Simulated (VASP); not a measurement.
# W (R-3m) in VASP: notebook

W is run at these levels: PBEsol; tasks: single point.

Program: VASP 6.6.1. These are calculated values, not measurements. Logs are shortened: lines on timing, memory, paths and dates and some standing lists are left out, and cuts for length are marked.

## (1) The cell of the first run

Symmetry: R-3m, No. 166, trigonal system. Conventional cell: a = 2.279 Å, b = 2.279 Å, c = 11.163 Å, α = 90.00°, β = 90.00°, γ = 120.00°. W (site symmetry -3m) has 6 W at 2.28 Å within 3.0 Å.

## (2) Single point, PBEsol

INCAR reads:

```
SYSTEM = W
ALGO = Fast
EDIFF = 1E-6
ENCUT = 520
GGA = PS
ISIF = 2
ISMEAR = 0
LASPH = .True.
LCHARG = .False.
LREAL = .False.
LWAVE = .False.
NBANDS = 13
NELM = 80
PREC = Accurate
SIGMA = 0.15
```

KPOINTS reads:

```
k-points
0
Gamma
  22 22 22
  0 0 0
```

POSCAR reads:

```
W
1.0
    1.0741413785      2.6853534462      2.6853534462
    2.6853534462      1.0741413785      2.6853534462
    2.6853534462      2.6853534462      1.0741413785
W
1
Direct
    0.0000000000      0.0000000000      0.0000000000
```

Potentials or basis: VASP PAW PBE potentials, release 64 (W_sv).

Run with:

```sh
$ cat potpaw_PBE.64/W_sv/POTCAR > POTCAR
$ mpirun -np 1 vasp_std > vasp.out
```

OUTCAR:

```text
SYSTEM = W
   EDIFF = 1E-6
   ENCUT = 520
   GGA = PS
   ISIF = 2
   ISMEAR = 0
   LASPH = .True.
   LREAL = .False.
   NELM = 80
   PREC = Accurate

 ion  position               nearest neighbor table
   1  0.000  0.000  0.000-

  LATTYP: Found a trigonal (rhomboedric) cell.
 ALAT       =     3.9466474333
 COS(alpha) =     0.8333333333

  Lattice vectors:

 A1 = (   1.0741413785,   2.6853534462,   2.6853534462)
 A2 = (   2.6853534462,   1.0741413785,   2.6853534462)
 A3 = (   2.6853534462,   2.6853534462,   1.0741413785)

Analysis of symmetry for initial positions (statically):
=====================================================================
 Subroutine PRICEL returns:
 Original cell was already a primitive cell.

 Routine SETGRP: Setting up the symmetry group for a
 trigonal (rhombohedral) supercell.

 Subroutine GETGRP returns: Found 12 space group operations
 (whereof 12 operations were pure point group operations)
 out of a pool of 12 trial point group operations.

The static configuration has the point symmetry D_3d.

Analysis of symmetry for dynamics (positions and initial velocities):
=====================================================================
 Subroutine PRICEL returns:
 Original cell was already a primitive cell.

 Routine SETGRP: Setting up the symmetry group for a
 trigonal (rhombohedral) supercell.

 Subroutine GETGRP returns: Found 12 space group operations
 (whereof 12 operations were pure point group operations)
 out of a pool of 12 trial point group operations.

The dynamic configuration has the point symmetry D_3d.

 Subroutine INISYM returns: Found 12 space group operations
 (whereof 12 operations are pure point group operations),
 and found     1 'primitive' translations

----------------------------------------------------------------------------------------

                                     Primitive cell

  volume of cell :      16.7309

  direct lattice vectors                    reciprocal lattice vectors
     1.074141379  2.685353446  2.685353446    -0.362046279  0.258604485  0.258604485
     2.685353446  1.074141379  2.685353446     0.258604485 -0.362046279  0.258604485
     2.685353446  2.685353446  1.074141379     0.258604485  0.258604485 -0.362046279

  length of vectors
     3.946647433  3.946647433  3.946647433     0.514616427  0.514616427  0.514616427

  position of ions in fractional coordinates (direct lattice)
     0.000000000  0.000000000  0.000000000

  ion indices of the primitive-cell ions
   primitive index   ion index
                 1           1

----------------------------------------------------------------------------------------

 KPOINTS: k-points

Automatic generation of k-mesh.
 Grid dimensions read from file:
 generate k-points for:   22   22   22

 Generating k-lattice:

  Cartesian coordinates                     Fractional coordinates (reciprocal lattice)
    -0.016456649  0.011754749  0.011754749     0.045454545 -0.000000000 -0.000000000
     0.011754749 -0.016456649  0.011754749    -0.000000000  0.045454545 -0.000000000
     0.011754749  0.011754749 -0.016456649    -0.000000000 -0.000000000  0.045454545

  Length of vectors
     0.023391656  0.023391656  0.023391656

  Shift w.r.t. Gamma in fractional coordinates (k-lattice)
     0.000000000  0.000000000  0.000000000

 Subroutine IBZKPT returns following result:
 ===========================================

 Found   1024 irreducible k-points:

 Following reciprocal coordinates:
            Coordinates               Weight
  0.000000  0.000000  0.000000      1.000000
  0.045455  0.000000 -0.000000      6.000000
  0.090909  0.000000 -0.000000      6.000000
  0.136364  0.000000  0.000000      6.000000
  0.181818  0.000000  0.000000      6.000000
  0.227273  0.000000  0.000000      6.000000
[... 16 lines left out ...]
  0.500000  0.045455 -0.000000     12.000000
 -0.454545  0.045455 -0.000000     12.000000
 [... further k-points ...]
   k-points           NKPTS =   1024   k-points in BZ     NKDIM =   1024   number of bands    NBANDS=     13
   number of dos      NEDOS =    301   number of ions     NIONS =      1
   total plane-waves  NPLWV =  27000
   dimension x,y,z NGX =    30 NGY =   30 NGZ =   30
   dimension x,y,z NGXF=    60 NGYF=   60 NGZF=   60
   ions per type =               1
   NGX,Y,Z   is equivalent  to a cutoff of  12.64, 12.64, 12.64 a.u.
   NGXF,Y,Z  is equivalent  to a cutoff of  25.27, 25.27, 25.27 a.u.
 SYSTEM =  W
   PREC   = accura    normal or accurate (medium, high low for compatibility)
   ISTART =      0    job   : 0-new  1-cont  2-samecut
   ICHARG =      2    charge: 1-file 2-atom 10-const
   ISPIN  =      1    spin polarized calculation?
   LNONCOLLINEAR =      F non collinear calculations
   LSORBIT =      F    spin-orbit coupling
   LASPH  =      T    aspherical Exc in radial PAW
   ENCUT  =  520.0 eV  38.22 Ry    6.18 a.u.   7.34  7.34  7.34*2*pi/ulx,y,z
   NELM   =     80;   NELMIN=  2; NELMDL= -5     # of ELM steps
   EDIFF  = 0.1E-05   stopping-criterion for ELM
   LREAL  =      F    real-space projection
   EDIFFG = 0.1E-04   stopping-criterion for IOM
   NSW    =      0    number of steps for IOM
   IBRION =     -1    ionic relax: 0-MD 1-quasi-New 2-CG
   NFREE  =      0    steps in history (QN), initial steepest desc. (CG)
   ISIF   =      2    stress and relaxation
   ISYM   =      2    0-nonsym 1-usesym 2-fastsym
   POTIM  = 0.5000    time-step for ionic-motion
   TEBEG  =    0.0;   TEEND  =   0.0 temperature during run
   PSTRESS=    0.0 pullay stress
   NELECT =      14.0000    total number of electrons
   NUPDOWN=      -1.0000    fix difference up-down
   EMIN   =  10.00;   EMAX   =-10.00  energy-range for DOS
   EFERMI =   0.00;   METHOD = LEGACY
   ISMEAR =     0;   SIGMA  =   0.15  broadening in eV -4-tet -1-fermi 0-gaus
   EFERMI_NEDOS =   21; number of points for ismear=-14 and -15
   IALGO  =     68    algorithm
   IMIX   =      4    mixing-type and parameters
     AMIX     =   0.40;   BMIX     =  1.00
     AMIX_MAG =   1.60;   BMIX_MAG =  1.00
  volume/ion in A,a.u.               =      16.73       112.91
  Fermi-wavevector in a.u.,A,eV,Ry     =   1.542688  2.915258 32.380324  2.379887
  Thomas-Fermi vector in A             =   2.648457
   LORBIT       =      0    0 simple, 1 ext, 2 COOP (PROOUT), +10 PAW based schemes
   GGA     = PS    functional components
   LHFCALC =     F    Hartree Fock is set to
   AEXX    =    0.0000 exact exchange contribution
   IVDW    =     0    specifies the selected vdW correction
   LEPSILON=     F    determine dielectric tensor
   LRPA    =     F    only Hartree local field effects (RPA)
 non-spin polarized calculation
 RMM-DIIS sequential band-by-band and
 Gauss-broadening in eV      SIGMA  =   0.15
  energy-cutoff  :      520.00
  volume of cell :       16.73
 maximum number of plane-waves:       473
 NGX is ok and might be reduce to    30
   NGX = 15   NGY = 15   NGZ = 15

 number of electron      14.0000001 magnetization

 Free energy of the ion-electron system (eV)
  ---------------------------------------------------
  ext. energy  EPLUGINS =         0.00000000
  ---------------------------------------------------
  free energy    TOTEN  =        -8.67051316 eV

  energy without entropy =       -8.65979940  energy(sigma->0) =       -8.66515628

 E-fermi :  10.1829     XC(G=0): -12.8146

 val. band max:       10.1824037382   @ k =  -0.3182   0.2273   0.0455
 cond. band min:      10.1833678640   @ k =  -0.1364   0.4091   0.0455
 fundamental gap:      0.0009641258
 Fermi energy:        10.1829423919

 k-point     1 :       0.0000    0.0000    0.0000
  band No.  band energies     occupation
      1     -64.4207      2.00000
      2     -28.6864      2.00000
      3     -25.6941      2.00000
      4     -25.6941      2.00000
      5       1.4197      2.00000
      6       4.2818      2.00000
      7       9.0461      2.00000
      8       9.0461      2.00000
      9      15.1754      0.00000
     10      16.8506      0.00000
     11      16.8506      0.00000
     12      24.6954      0.00000
     13      25.8319      0.00000

 k-point     2 :       0.0455    0.0000   -0.0000
  band No.  band energies     occupation
      1     -64.4015      2.00000
      2     -28.6661      2.00000
      3     -25.8420      2.00000
      4     -25.7250      2.00000
      5       1.6232      2.00000
      6       4.3837      2.00000
      7       8.8546      2.00000
      8       9.2177      2.00000
      9      14.2637      0.00000
     10      16.7728      0.00000
     11      17.6943      0.00000
     12      24.7381      0.00000
     13      26.2698      0.00000

 k-point     3 :       0.0909    0.0000   -0.0000
  band No.  band energies     occupation
      1     -64.3452      2.00000
      2     -28.6066      2.00000
      3     -26.2630      2.00000
      4     -25.8142      2.00000
      5       2.1801      2.00000
      6       4.6856      2.00000
      7       8.3825      2.00000
      8       9.7277      1.99998
      9      12.8249      0.00000
     10      16.5517      0.00000
     11      18.9102      0.00000
     12      24.8854      0.00000
     13      27.5082      0.00000
[... 305 lines left out ...]
 k-point    23 :       0.5000    0.0455   -0.0000
  band No.  band energies     occupation
      1     -63.4176      2.00000
      2     -31.4738      2.00000
      3     -27.6017      2.00000
      4     -27.1536      2.00000
      5       1.7463      2.00000
      6       4.4327      2.00000
      7      10.9279      0.00000
      8      13.4370      0.00000
      9      14.7142      0.00000
     10      20.8931      0.00000
     11      22.8097      0.00000
     12      25.1500      0.00000
     13      27.2096      0.00000

 k-point    24 :      -0.4545    0.0455   -0.0000
  band No.  band energies     occupation
      1     -63.4176      2.00000
      2     -31.4738      2.00000
      3     -27.6014      2.00000
      4     -27.1536      2.00000
      5       1.7459      2.00000
      6       4.4434      2.00000
      7      10.8185      0.00000
      8      13.4407      0.00000
      9      14.8048      0.00000
     10      20.9002      0.00000
     11      22.7945      0.00000
     12      25.3575      0.00000
     13      27.2482      0.00000

 [... further k-points ...]
[... 5 lines left out ...]
  --------------------------------------------------------------------------------------
  -------------------------------------------------------------------------------------
  Total       13.4183959     13.4183959     13.4183959     -7.1245833     -7.1245833     -7.1245833
  in kB     1284.9702551   1284.9702551   1284.9702551   -682.2631938   -682.2631938   -682.2631938
  external PRESSURE =    1284.9702551 kB  Pullay stress =       0.0000000 kB

 VOLUME and BASIS-vectors are now :
 -----------------------------------------------------------------------------
  energy-cutoff  :      520.00
  volume of cell :       16.73
      direct lattice vectors                 reciprocal lattice vectors
     1.074141379  2.685353446  2.685353446    -0.362046279  0.258604485  0.258604485
     2.685353446  1.074141379  2.685353446     0.258604485 -0.362046279  0.258604485
     2.685353446  2.685353446  1.074141379     0.258604485  0.258604485 -0.362046279

 POSITION                                       TOTAL-FORCE (eV/Angst)
 -----------------------------------------------------------------------------------
      0.00000      0.00000      0.00000         0.000000     -0.000000     -0.000000
 -----------------------------------------------------------------------------------
    total drift:                               -0.000000     -0.000000     -0.000000

  FREE ENERGIE OF THE ION-ELECTRON SYSTEM (eV)
  ---------------------------------------------------
  free  energy   TOTEN  =        -8.6705131599 eV

  energy  without entropy=       -8.6597994016  energy(sigma->0) =       -8.66515628
```

It took 5.5 min on 1 thread of Intel Xeon Platinum 8488C (Sapphire Rapids), shared host; peak memory 0.35 GiB.

What came out:

| Item | Value |
| --- | --- |
| Free energy | -8.6705 eV |
| Pressure | 128.5 GPa |
| Band gap on the k mesh | zero (bands 7 and 8 overlap by 4.48 eV) |

Caveat: the cell stands under pressure; the PAW data sets were made with another functional, which shifts forces and pressure a little; spin-orbit coupling is left out, which moves the levels of the heavy elements.

[end of part 1 of 2]
